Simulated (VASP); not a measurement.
## Rh: single point with PBEsol

The system is Rh.

```xyz
2
Lattice="2.6402 0.0000 0.0000 -1.3201 2.2865 0.0000 0.0000 0.0000 4.2896" Properties=species:S:1:pos:R:3 pbc="T T T"
Rh    1.3201    0.7622    3.2172
Rh    0.0000    1.5243    1.0724
```

```
Program                : VASP 6.6.1
Task                   : single point
Functional             : PBEsol
Potentials or basis    : VASP PAW PBE potentials, release 64 (Rh_pv)
Cutoff                 : 500 eV
k mesh                 : 9 × 9 × 5
Occupations            : gaussian, width 0.05 eV
Spin                   : no spin polarisation
Dipole correction      : no
Further INCAR settings : ALGO = Normal; EDIFF = 1e-06; NBANDS = 22
```

- Pressure: 15.0 GPa
- Band gap on the k mesh: zero (band 15 reaches 13.69 eV, above the bottom of band 16 at 11.35 eV)

Levels at points of the mesh, in eV from the Fermi level:
| k point | band 12 | band 13 | band 14 | band 15 | band 16 | band 17 | band 18 | band 19 |
| --- | --- | --- | --- | --- | --- | --- | --- | --- |
| (0.00, 0.00, 0.00) | -2.75 | -2.75 | -2.05 | -2.05 | 0.18 | 0.18 | 0.55 | 9.15 |

It took 10 s on 1 thread of Intel(R) Xeon(R) Platinum 8375C CPU @ 2.90GHz (Ice Lake) (shared host), peak memory 0.14 GiB.

Caveat: the PAW data sets were made with another functional, which shifts forces and pressure a little.
